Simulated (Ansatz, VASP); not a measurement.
## BiS in VASP and in Ansatz

INCAR

```
PREC = Accurate
ENCUT = 600
EDIFF = 1E-7
ISMEAR = 0
SIGMA = 0.1
LREAL = False
LASPH = True
NELM = 100
ALGO = Normal
ISIF = 3
LWAVE = False
LCHARG = False
GGA = PS
IBRION = 2
NSW = 80
EDIFFG = -0.05
```

KPOINTS

```
regular mesh
0
Gamma
  8 8 8
```

The input POSCAR:

```
BiS
1.0
    0.0000000000      2.4608775092      2.4608775092
    2.4608775092      0.0000000000      2.4608775092
    2.4608775092      2.4608775092      0.0000000000
Bi S
1 1
Direct
    0.5000000000      0.5000000000      0.5000000000
    0.0000000000      0.0000000000      0.0000000000
```

Input for Ansatz:

```yaml
crystal:
  lattice:
    - [0.0, 2.4608775092, 2.4608775092]
    - [2.4608775092, 0.0, 2.4608775092]
    - [2.4608775092, 2.4608775092, 0.0]
  atoms:
    - { symbol: Bi, position: [0.5, 0.5, 0.5] }
    - { symbol: S, position: [0.0, 0.0, 0.0] }
basis:
  ecutwfc: 420
kpoints:
  mp_grid: { grid: [8, 8, 8] }
hamiltonian:
  xc: pbesol
scf:
  occupations: { method: gaussian, width: 0.1 }
output:
  forces: true
  stress: true
  eigenvalues: true
relax:
  adjacent_minimum: "off"
  f_tol: 0.05
  max_steps: 60
  cell: { stress_tol: 0.5 }
```

Alike in both runs: task relaxation of cell and atoms; functional PBEsol; k mesh 8 × 8 × 8; occupations gaussian, width 0.1 eV; no spin polarisation.

|  | VASP | Ansatz |
| --- | --- | --- |
| version | VASP 6.6.1 | Ansatz 0.2.0 |
| potentials or method | VASP PAW PBE potentials, release 64 (Bi_d, S), cutoff 600 eV | scalar-relativistic, plane waves, PAW |
| valence electrons in the cell | 21 | 21 |

Ansatz gave:

- gap on the k mesh at the Fermi level, each at its own relaxed structure (eV): none
- relaxed volume (Å³/atom): 25.12
- relaxed cell length with the largest relative difference (Å): 4.142

Problem. Estimate VASP's values.

Solution. gap on the k mesh at the Fermi level, each at its own relaxed structure (eV): none; relaxed volume (Å³/atom): 25.14; relaxed cell length with the largest relative difference (Å): 4.143.

VASP's potentials were made for PBE, not for PBEsol. A gap of «none» marks a metal or a gap that the smearing closes.

Spin-orbit coupling is off throughout. Noted on VASP's run: the volume moved by over 15 % at a fixed basis, so the end points are rough.
